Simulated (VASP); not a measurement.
# CuI (P6_3/mmc) in VASP: settings compared, part 2 of 2

VASP 6.6.1. Earlier steps stand in the parts before.

## 3. Single point, PBE

File INCAR:

```
PREC = Accurate
ENCUT = 520
EDIFF = 1E-6
ISMEAR = 0
SIGMA = 0.01
LREAL = False
LASPH = True
NELM = 60
ALGO = Normal
ISIF = 2
LWAVE = False
LCHARG = False
GGA = PE
NBANDS = 26
```

File KPOINTS:

```
regular mesh
0
Gamma
  6 6 4
```

File POSCAR:

```
CuI
1.0
    4.1473371297      0.0000000000      0.0000000000
   -2.0736685648      3.5916993124      0.0000000000
    0.0000000000      0.0000000000      6.3363560909
Cu I
2 2
Direct
    0.0000000000      0.0000000000      0.0000000000
    0.0000000000      0.0000000000      0.5000000000
    0.3333333333      0.6666666667      0.2500000000
    0.6666666667      0.3333333333      0.7500000000
```

Potentials or basis: VASP PAW PBE potentials, release 64 (Cu, I).

Started as:

```sh
$ cat potpaw_PBE.64/Cu/POTCAR potpaw_PBE.64/I/POTCAR > POTCAR
$ mpirun -np 1 vasp_std > vasp.out
```

It took 58 s on 1 thread of AMD EPYC 7R43 (Zen 3), shared host; peak memory 0.19 GiB.

The run converged. Its results:

| Property | Result |
| --- | --- |
| Free energy | -10.1769 eV |
| Pressure | 0.6 GPa |
| Band gap on the k mesh | 0.49 eV (least direct gap 0.70 eV) |

Stress tensor (GPa, compression positive):
```
0.81 0.00 0.00
0.00 0.81 0.00
0.00 0.00 0.21
```

Levels at points of the mesh, in eV from the valence-band top:
```tsv
k point	band 16	band 17	band 18	band 19	band 20	band 21
(0.00, 0.00, 0.00)	-1.20	-0.08	-0.08	0.62	2.35	4.91
(0.50, 0.00, 0.00)	-1.46	-0.73	0.00	1.98	2.48	3.04
(0.00, 0.00, 0.50)	-0.59	-0.59	-0.59	2.49	2.49	5.09
(0.50, 0.00, 0.50)	-1.06	-0.84	-0.84	1.51	1.51	4.68
```

Caveat: spin-orbit coupling is left out, which moves the levels of the heavy elements.

## 4. Single point, PBE

File INCAR:

```
SYSTEM = CuI
PREC = Accurate
ENCUT = 520
EDIFF = 1E-6
ISMEAR = 0
SIGMA = 0.01
LREAL = .FALSE.
LASPH = .TRUE.
NELM = 80
ALGO = Normal
ISIF = 2
LWAVE = .FALSE.
LCHARG = .TRUE.
GGA = PE
LELF = .TRUE.
LVHAR = .TRUE.
NBANDS = 26
```

File KPOINTS:

```
regular mesh
0
G
  6 6 4
  0 0 0
```

POSCAR is that of step 3.

Potentials or basis: VASP PAW PBE potentials, release 64 (Cu, I).

Started as:

```sh
$ cat potpaw_PBE.64/Cu/POTCAR potpaw_PBE.64/I/POTCAR > POTCAR
$ mpirun -np 1 vasp_std > vasp.out
```

OUTCAR:

```text
SYSTEM = CuI
   PREC = Accurate
   ENCUT = 520
   EDIFF = 1E-6
   ISMEAR = 0
   LREAL = .FALSE.
   LASPH = .TRUE.
   NELM = 80
   ISIF = 2
   GGA = PE

 ion  position               nearest neighbor table
   1  0.000  0.000  0.000-   3 2.87   4 2.87   3 2.87   4 2.87   4 2.87   3 2.87
   2  0.000  0.000  0.500-   3 2.87   4 2.87   3 2.87   4 2.87   4 2.87   3 2.87
   3  0.333  0.667  0.250-   1 2.87   2 2.87   1 2.87   2 2.87   1 2.87   2 2.87
   4  0.667  0.333  0.750-   1 2.87   2 2.87   1 2.87   2 2.87   1 2.87   2 2.87

  LATTYP: Found a hexagonal cell.
[... 806 lines left out ...]
  --------------------------------------------------------------------------------------
  -------------------------------------------------------------------------------------
  Total        0.4791849      0.4791849      0.1248601      0.0000000      0.0000000      0.0000000
  in kB        8.1340120      8.1340120      2.1194611      0.0000000      0.0000000      0.0000000
  external PRESSURE =       6.1291617 kB  Pullay stress =       0.0000000 kB

 VOLUME and BASIS-vectors are now :
 -----------------------------------------------------------------------------
  energy-cutoff  :      520.00
  volume of cell :       94.39
      direct lattice vectors                 reciprocal lattice vectors
     4.147337130  0.000000000  0.000000000     0.241118570  0.139209872  0.000000000
    -2.073668565  3.591699312  0.000000000     0.000000000  0.278419743  0.000000000
     0.000000000  0.000000000  6.336356091     0.000000000  0.000000000  0.157819413

 POSITION                                       TOTAL-FORCE (eV/Angst)
 -----------------------------------------------------------------------------------
      0.00000      0.00000      0.00000         0.000000      0.000000      0.000000
      0.00000      0.00000      3.16818         0.000000      0.000000      0.000000
     -0.00000      2.39447      1.58409        -0.000000      0.000000      0.000000
      2.07367      1.19723      4.75227         0.000000     -0.000000     -0.000000
 -----------------------------------------------------------------------------------
    total drift:                                0.000000     -0.000000      0.000000

  FREE ENERGIE OF THE ION-ELECTRON SYSTEM (eV)
  ---------------------------------------------------
  free  energy   TOTEN  =       -10.1769307150 eV

  energy  without entropy=      -10.1769307150  energy(sigma->0) =      -10.17693072
```

Wall time 58 s (1 thread of AMD EPYC 7R43 (Zen 3), shared host); peak memory 0.19 GiB.

Results:

```yaml
Free_energy: -10.1769 eV
Pressure: 0.6 GPa
Band_gap_on_the_k_mesh: 0.49 eV (least direct gap 0.70 eV)
```

Stress tensor (GPa, compression positive):
```
0.81 0.00 0.00
0.00 0.81 0.00
0.00 0.00 0.21
```

Caveat: spin-orbit coupling is left out, which moves the levels of the heavy elements. A k mesh can miss the band edges.

## 5. Single point, LDA

File INCAR:

```
SYSTEM = CuI
  PREC = Accurate
  ENCUT = 520
  EDIFF = 1E-6
  ISMEAR = 0
  SIGMA = 0.01
  LREAL = .FALSE.
  LASPH = .TRUE.
  NELM = 60
  ALGO = Normal
  ISIF = 2
  LWAVE = .FALSE.
  LCHARG = .FALSE.
  NBANDS = 26
```

File KPOINTS:

```
Automatic mesh
0
G
  6 6 4
  0 0 0
```

POSCAR is that of step 4.

Potentials or basis: VASP PAW LDA potentials, release 64 (Cu, I).

Started as:

```sh
$ cat potpaw_LDA.64/Cu/POTCAR potpaw_LDA.64/I/POTCAR > POTCAR
$ mpirun -np 1 vasp_std > vasp.out
```

It took 47 s on 1 thread of AMD EPYC 7R43 (Zen 3), shared host; peak memory 0.16 GiB.

It converged, with:

| Item | Value |
| --- | --- |
| Free energy | -12.9773 eV |
| Pressure | -4.7 GPa |
| Band gap on the k mesh | 0.41 eV (least direct gap 0.59 eV) |

Stress tensor (GPa, compression positive):
```
-4.51  0.00  0.00
 0.00 -4.51  0.00
 0.00  0.00 -5.11
```

Levels at points of the mesh, in eV from the valence-band top:
```
           k point  band 14  band 15  band 16  band 17  band 18  band 19  band 20  band 21  band 22  band 23
(0.00, 0.00, 0.00)    -1.69    -1.33    -1.27    -0.09    -0.09     0.50     2.30     4.91     4.91     6.54
(0.50, 0.00, 0.00)    -1.67    -1.64    -1.53    -0.78     0.00     1.94     2.44     2.99     4.33     7.11
(0.00, 0.00, 0.50)    -1.82    -0.60    -0.60    -0.60    -0.60     2.43     2.43     5.09     5.09     5.09
(0.50, 0.00, 0.50)    -1.74    -1.10    -1.10    -0.88    -0.88     1.46     1.46     4.68     4.68     6.83
```

Caveat: the cell stands under tension; spin-orbit coupling is left out, which moves the levels of the heavy elements.

## 6. Single point, r2SCAN

POSCAR is that of step 5.

File INCAR.step1:

```
SYSTEM = CuI
ALGO = Normal
EDIFF = 1E-4
ENCUT = 520
GGA = PE
ISMEAR = 0
LASPH = .True.
LCHARG = .False.
LREAL = .False.
LWAVE = .True.
NBANDS = 26
NELM = 60
PREC = Accurate
SIGMA = 0.01
```

File INCAR.step2:

```
SYSTEM = CuI
ALGO = Normal
EDIFF = 1E-6
ENCUT = 520
ISIF = 2
ISMEAR = 0
ISTART = 1
LASPH = .True.
LCHARG = .True.
LELF = .True.
LMIXTAU = .True.
LREAL = .False.
LVHAR = .True.
LWAVE = .False.
METAGGA = R2SCAN
NBANDS = 26
NELM = 60
PREC = Accurate
SIGMA = 0.01
```

File KPOINTS:

```
k-points
0
Gamma
  6 6 4
  0 0 0
```

Potentials or basis: VASP PAW PBE potentials, release 64 (Cu, I).

Started as:

```sh
$ cat potpaw_PBE.64/Cu/POTCAR potpaw_PBE.64/I/POTCAR > POTCAR
$ cp INCAR.step1 INCAR
$ mpirun -np 1 vasp_std > vasp.out
$ cp INCAR.step2 INCAR
$ mpirun -np 1 vasp_std > vasp.out
```

Run time: 3.8 min. Hardware: 1 thread of AMD EPYC 7R43 (Zen 3), shared host; peak memory 0.21 GiB.

Results (log left out):

```yaml
Free_energy: -70.6514 eV
Pressure: 0.1 GPa
Band_gap_on_the_k_mesh: 0.83 eV (least direct gap 1.30 eV)
```

Levels at points of the mesh, in eV from the valence-band top:
```csv
k point,band 15,band 16,band 17,band 18,band 19,band 20,band 21,band 22
"(0.00, 0.00, 0.00)",-1.55,-1.15,-0.07,-0.07,1.23,2.81,5.33,5.33
"(0.50, 0.00, 0.00)",-1.51,-1.41,-0.67,0.00,2.29,2.79,3.52,4.75
"(0.00, 0.00, 0.50)",-0.60,-0.60,-0.60,-0.60,2.99,2.99,5.51,5.51
"(0.50, 0.00, 0.50)",-1.05,-1.05,-0.80,-0.80,1.88,1.88,5.04,5.04
```

Caveat: the PAW data sets were made with another functional, which shifts forces and pressure a little; spin-orbit coupling is left out, which moves the levels of the heavy elements.

## 7. Summary

| level | potentials or basis | k mesh | gap on the mesh (eV) | pressure (GPa) |
| --- | --- | --- | --- | --- |
| PBE | VASP PAW PBE potentials, release 64 (Cu, I) | 6 × 6 × 2 | 0.49 | 0.6 |
| PBE | VASP PAW PBE potentials, release 64 (Cu, I) | 6 × 6 × 4 | 0.49 | 0.6 |
| LDA | VASP PAW LDA potentials, release 64 (Cu, I) | 6 × 6 × 4 | 0.41 | -4.7 |
| r2SCAN | VASP PAW PBE potentials, release 64 (Cu, I) | 6 × 6 × 4 | 0.83 | 0.1 |

Alike in all rows: task single point; no spin polarisation; cell as given; cutoff (eV) 520; smearing gaussian 0.01 eV.

Caveats: some runs use coarse meshes; spin-orbit coupling is left out, which moves the levels of the heavy elements; the cell stands under tension (at least some runs); the PAW data sets were made with another functional, which shifts forces and pressure a little (at least some runs).

Total energies depend on the potentials used, so only differences within one code and one set of settings carry meaning.
